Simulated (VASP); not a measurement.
# Zn in VASP: further runs

The runs below take Zn through single point, with PBE, LDA, PBEsol.

All numbers are computed with VASP 6.6.1; they aren't measurements. Logs are shortened: lines on timing, memory, paths and dates and some standing lists are left out, and cuts for length are marked.

**1. The cell of the first run**

Symmetry: P6_3/mmc, No. 194, hexagonal system. The conventional cell has a = 2.691 Å, b = 2.691 Å, c = 4.947 Å, α = 90.00°, β = 90.00°, γ = 120.00°. Zn (site symmetry -6m2) has 12 Zn at 2.69 to 2.92 Å within 3.5 Å.

**2. Single point, PBE (x and y stretched by +1 %, z held)**

File INCAR:

```
PREC = Accurate ; ENCUT = 520
EDIFF = 1E-6 ; ISMEAR = -1
SIGMA = 0.03 ; LREAL = F
LASPH = T ; NELM = 60
ALGO = Normal ; ISIF = 2
LWAVE = F ; LCHARG = F
GGA = PE ; NBANDS = 19
```

File KPOINTS:

```
regular mesh
0
Gamma
  16 16 8
```

File POSCAR:

```
Zn
1.0
    2.6914460337      0.0000000000      0.0000000000
   -1.3457230169      2.3308606381      0.0000000000
    0.0000000000      0.0000000000      4.9467000000
Zn
2
Direct
    0.3333333333      0.6666666667      0.2500000000
    0.6666666667      0.3333333333      0.7500000000
```

Potentials or basis: VASP PAW PBE potentials, release 64 (Zn).

Launch:

```bash
$ cat potpaw_PBE.64/Zn/POTCAR > POTCAR
$ mpirun -np 1 vasp_std > vasp.out
```

OUTCAR:

```text
PREC = Accurate
   ENCUT = 520
   EDIFF = 1E-6
   ISMEAR = -1
   LREAL = F
   LASPH = T
   NELM = 60
   ISIF = 2
   GGA = PE

 ion  position               nearest neighbor table
   1  0.333  0.667  0.250-   2 2.92   2 2.92   2 2.92   2 2.92   2 2.92   2 2.92
   2  0.667  0.333  0.750-   1 2.92   1 2.92   1 2.92   1 2.92   1 2.92   1 2.92

  LATTYP: Found a hexagonal cell.
 ALAT       =     2.6914460337
 C/A-ratio  =     1.8379339352

  Lattice vectors:

 A1 = (   2.6914460337,   0.0000000000,   0.0000000000)
 A2 = (  -1.3457230169,   2.3308606381,   0.0000000000)
 A3 = (   0.0000000000,   0.0000000000,   4.9467000000)

Analysis of symmetry for initial positions (statically):
=====================================================================
 Subroutine PRICEL returns:
 Original cell was already a primitive cell.

 Routine SETGRP: Setting up the symmetry group for a
 hexagonal supercell.

 Subroutine GETGRP returns: Found 24 space group operations
 (whereof 12 operations were pure point group operations)
 out of a pool of 24 trial point group operations.

The static configuration has the point symmetry D_3d.
 The point group associated with its full space group is D_6h.

Analysis of symmetry for dynamics (positions and initial velocities):
=====================================================================
 Subroutine PRICEL returns:
 Original cell was already a primitive cell.

 Routine SETGRP: Setting up the symmetry group for a
 hexagonal supercell.

 Subroutine GETGRP returns: Found 24 space group operations
 (whereof 12 operations were pure point group operations)
 out of a pool of 24 trial point group operations.

The dynamic configuration has the point symmetry D_3d.
 The point group associated with its full space group is D_6h.

 Subroutine INISYM returns: Found 24 space group operations
 (whereof 12 operations are pure point group operations),
 and found     1 'primitive' translations

----------------------------------------------------------------------------------------

                                     Primitive cell

  volume of cell :      31.0326

  direct lattice vectors                    reciprocal lattice vectors
     2.691446034  0.000000000  0.000000000     0.371547483  0.214513039  0.000000000
    -1.345723017  2.330860638  0.000000000     0.000000000  0.429026079  0.000000000
     0.000000000  0.000000000  4.946700000     0.000000000  0.000000000  0.202154972

  length of vectors
     2.691446034  2.691446034  4.946700000     0.429026079  0.429026079  0.202154972

  position of ions in fractional coordinates (direct lattice)
     0.333333333  0.666666667  0.250000000
     0.666666667  0.333333333  0.750000000

  ion indices of the primitive-cell ions
   primitive index   ion index
                 1           1
                 2           2

----------------------------------------------------------------------------------------

 KPOINTS: regular mesh

Automatic generation of k-mesh.
 Grid dimensions read from file:
 generate k-points for:   16   16    8

 Generating k-lattice:

  Cartesian coordinates                     Fractional coordinates (reciprocal lattice)
     0.023221718  0.013407065  0.000000000     0.062500000  0.000000000  0.000000000
     0.000000000  0.026814130  0.000000000     0.000000000  0.062500000  0.000000000
     0.000000000  0.000000000  0.025269372     0.000000000  0.000000000  0.125000000

  Length of vectors
     0.026814130  0.026814130  0.025269372

  Shift w.r.t. Gamma in fractional coordinates (k-lattice)
     0.000000000  0.000000000  0.000000000

 Subroutine IBZKPT returns following result:
 ===========================================

 Found    150 irreducible k-points:

 Following reciprocal coordinates:
            Coordinates               Weight
  0.000000  0.000000  0.000000      1.000000
  0.062500  0.000000  0.000000      6.000000
  0.125000  0.000000  0.000000      6.000000
  0.187500 -0.000000  0.000000      6.000000
  0.250000  0.000000  0.000000      6.000000
  0.312500  0.000000  0.000000      6.000000
[... 16 lines left out ...]
  0.187500  0.187500  0.000000      6.000000
  0.250000  0.187500  0.000000     12.000000
 [... further k-points ...]
   k-points           NKPTS =    150   k-points in BZ     NKDIM =    150   number of bands    NBANDS=     19
   number of dos      NEDOS =    301   number of ions     NIONS =      2
   total plane-waves  NPLWV =  16000
   dimension x,y,z NGX =    20 NGY =   20 NGZ =   40
   dimension x,y,z NGXF=    40 NGYF=   40 NGZF=   80
   ions per type =               2
   NGX,Y,Z   is equivalent  to a cutoff of  12.35, 12.35, 13.44 a.u.
   NGXF,Y,Z  is equivalent  to a cutoff of  24.71, 24.71, 26.89 a.u.
 SYSTEM =  unknown system
   PREC   = accura    normal or accurate (medium, high low for compatibility)
   ISTART =      0    job   : 0-new  1-cont  2-samecut
   ICHARG =      2    charge: 1-file 2-atom 10-const
   ISPIN  =      1    spin polarized calculation?
   LNONCOLLINEAR =      F non collinear calculations
   LSORBIT =      F    spin-orbit coupling
   LASPH  =      T    aspherical Exc in radial PAW
   ENCUT  =  520.0 eV  38.22 Ry    6.18 a.u.   5.00  5.00  9.20*2*pi/ulx,y,z
   NELM   =     60;   NELMIN=  2; NELMDL= -5     # of ELM steps
   EDIFF  = 0.1E-05   stopping-criterion for ELM
   LREAL  =      F    real-space projection
   EDIFFG = 0.1E-04   stopping-criterion for IOM
   NSW    =      0    number of steps for IOM
   IBRION =     -1    ionic relax: 0-MD 1-quasi-New 2-CG
   NFREE  =      0    steps in history (QN), initial steepest desc. (CG)
   ISIF   =      2    stress and relaxation
   ISYM   =      2    0-nonsym 1-usesym 2-fastsym
   POTIM  = 0.5000    time-step for ionic-motion
   TEBEG  =    0.0;   TEEND  =   0.0 temperature during run
   PSTRESS=    0.0 pullay stress
   NELECT =      24.0000    total number of electrons
   NUPDOWN=      -1.0000    fix difference up-down
   EMIN   =  10.00;   EMAX   =-10.00  energy-range for DOS
   EFERMI =   0.00;   METHOD = LEGACY
   ISMEAR =    -1;   SIGMA  =   0.03  broadening in eV -4-tet -1-fermi 0-gaus
   EFERMI_NEDOS =   21; number of points for ismear=-14 and -15
   IALGO  =     38    algorithm
   IMIX   =      4    mixing-type and parameters
     AMIX     =   0.40;   BMIX     =  1.00
     AMIX_MAG =   1.60;   BMIX_MAG =  1.00
  volume/ion in A,a.u.               =      15.52       104.71
  Fermi-wavevector in a.u.,A,eV,Ry     =   1.502702  2.839694 30.723477  2.258112
  Thomas-Fermi vector in A             =   2.613908
   LORBIT       =      0    0 simple, 1 ext, 2 COOP (PROOUT), +10 PAW based schemes
   GGA     = PE    functional components
[... 5 lines left out ...]
 non-spin polarized calculation
  energy-cutoff  :      520.00
  volume of cell :       31.03
 maximum number of plane-waves:       855
 NGX is ok and might be reduce to    20
   NGX =  9   NGY =  9   NGZ = 19

 number of electron      23.9999998 magnetization

 Free energy of the ion-electron system (eV)
  ---------------------------------------------------
  ext. energy  EPLUGINS =         0.00000000
  ---------------------------------------------------
  free energy    TOTEN  =        -2.22232285 eV

  energy without entropy =       -2.22186034  energy(sigma->0) =       -2.22209159

 E-fermi :   3.0300     XC(G=0): -11.4507

 val. band max:        3.0054035191   @ k =   0.5000   0.0000   0.5000
 cond. band min:       3.1255758963   @ k =   0.3750   0.0625   0.0000
 fundamental gap:      0.1201723772
 Fermi energy:         3.0300138609

 k-point     1 :       0.0000    0.0000    0.0000
  band No.  band energies     occupation
      1      -7.2695      2.00000
      2      -5.5258      2.00000
      3      -4.8660      2.00000
      4      -4.6569      2.00000
      5      -4.6569      2.00000
      6      -4.6067      2.00000
[... 11 lines left out ...]
     18      21.6006      0.00000
     19      21.6006      0.00000

 k-point     2 :       0.0625    0.0000    0.0000
  band No.  band energies     occupation
      1      -7.1561      2.00000
      2      -5.4786      2.00000
      3      -4.8555      2.00000
      4      -4.6668      2.00000
      5      -4.6310      2.00000
      6      -4.6182      2.00000
[... 11 lines left out ...]
     18      20.9225      0.00000
     19      22.5322      0.00000

 k-point     3 :       0.1250    0.0000    0.0000
  band No.  band energies     occupation
      1      -6.8214      2.00000
      2      -5.3538      2.00000
      3      -4.8353      2.00000
      4      -4.6873      2.00000
      5      -4.6356      2.00000
      6      -4.5566      2.00000
[... 11 lines left out ...]
     18      20.1306      0.00000
     19      21.5760      0.00000

 k-point     4 :       0.1875   -0.0000    0.0000
  band No.  band energies     occupation
      1      -6.2922      2.00000
      2      -5.2119      2.00000
      3      -4.8184      2.00000
      4      -4.7146      2.00000
      5      -4.5848      2.00000
      6      -4.5823      2.00000
[... 11 lines left out ...]
     18      18.6989      0.00000
     19      19.3710      0.00000

 k-point     5 :       0.2500    0.0000    0.0000
  band No.  band energies     occupation
      1      -5.6822      2.00000
      2      -5.1584      2.00000
      3      -4.7680      2.00000
      4      -4.7533      2.00000
      5      -4.6826      2.00000
      6      -4.4605      2.00000
[... 11 lines left out ...]
     18      18.0504      0.00000
     19      19.1714      0.00000

 k-point     6 :       0.3125    0.0000    0.0000
  band No.  band energies     occupation
      1      -5.3357      2.00000
      2      -5.1928      2.00000
      3      -4.9228      2.00000
      4      -4.6693      2.00000
      5      -4.5371      2.00000
      6      -4.4977      2.00000
[... 11 lines left out ...]
     18      17.5503      0.00000
     19      19.4356      0.00000

 k-point     7 :       0.3750   -0.0000    0.0000
  band No.  band energies     occupation
      1      -5.3052      2.00000
      2      -5.2290      2.00000
      3      -5.0359      2.00000
      4      -4.6003      2.00000
      5      -4.5854      2.00000
      6      -4.5023      2.00000
[... 11 lines left out ...]
     18      17.1963      0.00000
     19      18.7230      0.00000

 k-point     8 :       0.4375   -0.0000    0.0000
  band No.  band energies     occupation
      1      -5.3393      2.00000
      2      -5.2540      2.00000
      3      -5.1039      2.00000
      4      -4.6422      2.00000
      5      -4.5287      2.00000
      6      -4.5242      2.00000
[... 256 lines left out ...]
 k-point    20 :       0.3125    0.1250    0.0000
  band No.  band energies     occupation
      1      -5.1738      2.00000
      2      -5.0955      2.00000
      3      -5.0180      2.00000
      4      -4.6385      2.00000
      5      -4.5809      2.00000
      6      -4.5041      2.00000
[... 11 lines left out ...]
     18      15.6719      0.00000
     19      16.9789      0.00000

 k-point    21 :       0.3750    0.1250    0.0000
  band No.  band energies     occupation
      1      -5.2224      2.00000
      2      -5.1224      2.00000
      3      -5.0740      2.00000
      4      -4.6495      2.00000
      5      -4.5544      2.00000
      6      -4.5229      2.00000
[... 11 lines left out ...]
     18      15.3090      0.00000
     19      16.6768      0.00000

 k-point    22 :       0.4375    0.1250    0.0000
  band No.  band energies     occupation
      1      -5.2400      2.00000
      2      -5.1341      2.00000
      3      -5.0926      2.00000
      4      -4.6495      2.00000
      5      -4.5761      2.00000
      6      -4.5030      2.00000
[... 11 lines left out ...]
     18      15.1862      0.00000
     19      16.5759      0.00000

 k-point    23 :       0.1875    0.1875    0.0000
  band No.  band energies     occupation
      1      -5.0177      2.00000
      2      -4.9467      2.00000
      3      -4.8970      2.00000
      4      -4.8830      2.00000
      5      -4.6866      2.00000
      6      -4.6244      2.00000
[... 11 lines left out ...]
     18      14.9620      0.00000
     19      16.2857      0.00000

 k-point    24 :       0.2500    0.1875    0.0000
  band No.  band energies     occupation
      1      -5.0208      2.00000
      2      -4.9757      2.00000
      3      -4.9564      2.00000
      4      -4.6681      2.00000
      5      -4.6627      2.00000
      6      -4.5999      2.00000
[... 11 lines left out ...]
     18      13.8625      0.00000
     19      15.2976      0.00000

 [... further k-points ...]

------------------------ aborting loop because EDIFF is reached ----------------------------------------

  FORCE on cell =-STRESS in cart. coord.  units (eV):
  Direction    XX          YY          ZZ          XY          YZ          ZX
  --------------------------------------------------------------------------------------
  -------------------------------------------------------------------------------------
  Total       -0.4040911     -0.4040911     -0.1608720      0.0000000     -0.0000000      0.0000000
  in kB      -20.8627844    -20.8627844     -8.3056482      0.0000000     -0.0000000      0.0000000
  external PRESSURE =     -16.6770723 kB  Pullay stress =       0.0000000 kB

 VOLUME and BASIS-vectors are now :
 -----------------------------------------------------------------------------
  energy-cutoff  :      520.00
  volume of cell :       31.03
      direct lattice vectors                 reciprocal lattice vectors
     2.691446034  0.000000000  0.000000000     0.371547483  0.214513039  0.000000000
    -1.345723017  2.330860638  0.000000000     0.000000000  0.429026079  0.000000000
     0.000000000  0.000000000  4.946700000     0.000000000  0.000000000  0.202154972

 POSITION                                       TOTAL-FORCE (eV/Angst)
 -----------------------------------------------------------------------------------
     -0.00000      1.55391      1.23667        -0.000000      0.000000      0.000000
      1.34572      0.77695      3.71002         0.000000     -0.000000      0.000000
 -----------------------------------------------------------------------------------
    total drift:                                0.000000     -0.000000      0.000000

  FREE ENERGIE OF THE ION-ELECTRON SYSTEM (eV)
  ---------------------------------------------------
  free  energy   TOTEN  =        -2.2223228477 eV

  energy  without entropy=       -2.2218603388  energy(sigma->0) =       -2.22209159
```

Wall time 51 s (1 thread of Intel Xeon Platinum 8259CL at 2.50GHz (Skylake/Cascade Lake), shared host); peak memory 0.19 GiB.

What came out:

```
Free energy            : -2.2223 eV
Pressure               : -1.7 GPa
Band gap on the k mesh : zero (band 12 reaches 4.29 eV, above the bottom of band 13 at 0.03 eV)
```

Levels at points of the mesh, in eV from the Fermi level:
```tsv
k point	band 8	band 9	band 10	band 11	band 12	band 13	band 14	band 15	band 16	band 17
(0.00, 0.00, 0.00)	-7.34	-7.34	-7.13	-7.13	-3.55	-3.00	13.71	16.90	16.90	17.25
(0.50, 0.00, 0.00)	-7.13	-6.96	-6.94	-2.87	-2.27	2.58	3.46	3.96	5.61	9.81
(0.00, 0.00, 0.50)	-7.61	-7.21	-7.21	-7.21	-7.21	4.65	4.65	18.18	18.18	18.18
(0.50, 0.00, 0.50)	-7.15	-6.95	-6.95	-1.88	-1.88	-0.02	-0.02	10.07	10.07	11.62
```

Caveat: the cell differs from its parent crystal (x and y stretched by +1 %, z held).

(Part 1 of 3 ends here.)
